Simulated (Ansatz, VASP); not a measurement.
TiCo: VASP beside Ansatz

INCAR

```
PREC = Accurate ; ENCUT = 520
EDIFF = 1E-7 ; ISMEAR = -1
SIGMA = 0.03 ; LREAL = F
LASPH = T ; NELM = 80
ALGO = Normal ; ISIF = 2
LWAVE = F ; LCHARG = T
GGA = PE ; LELF = T
LVHAR = T ; NBANDS = 18
```

The input KPOINTS:

```
regular mesh
0
Gamma
  13 13 13
```

File POSCAR:

```
TiCo
1.0
    3.0350723313      0.0000000000      0.0000000000
    0.0000000000      3.0350723313      0.0000000000
    0.0000000000      0.0000000000      3.0350723313
Ti Co
1 1
Direct
    0.0000000000      0.0000000000      0.0000000000
    0.5000000000      0.5000000000      0.5000000000
```

Input for Ansatz:

```yaml
crystal:
  lattice:
    - [3.0350723313, 0.0, 0.0]
    - [0.0, 3.0350723313, 0.0]
    - [0.0, 0.0, 3.0350723313]
  atoms:
    - { symbol: Ti, position: [0.0, 0.0, 0.0] }
    - { symbol: Co, position: [0.5, 0.5, 0.5] }
kpoints:
  mp_grid: { grid: [13, 13, 13] }
scf:
  occupations: { method: fermi_dirac, width: 0.03 }
  lower_state_search: "off"
hamiltonian:
  xc: pbe
  pseudopotentials: { kind: paw }
output:
  forces: true
  stress: true
  eigenvalues: true
```

Change from the starting cell: volume scaled by 1.05, no spin polarisation, PAW files.

Alike in both runs: task single point; functional PBE; k mesh 13 × 13 × 13; occupations fermi-dirac, width 0.03 eV; no spin polarisation.

|  | VASP | Ansatz |
| --- | --- | --- |
| version | VASP 6.6.1 | Ansatz 0.2.0 |
| potentials or method | VASP PAW PBE potentials, release 64 (Ti_sv, Co) | PAW with Ansatz's default frozen-core files, scalar-relativistic |
| plane-wave cutoff (eV) | 520 | 420 |
| valence electrons in the cell | 21 | 29 |

```csv
,VASP,Ansatz,Ansatz less VASP
pressure (GPa),-10.2,-9.9,+0.26
```

With one functional, cell and mesh, what is left measures potentials, basis and numerics. VASP's potentials hold 21 valence electrons a cell and Ansatz's 29, so a difference there can come from the potentials and not from the codes.
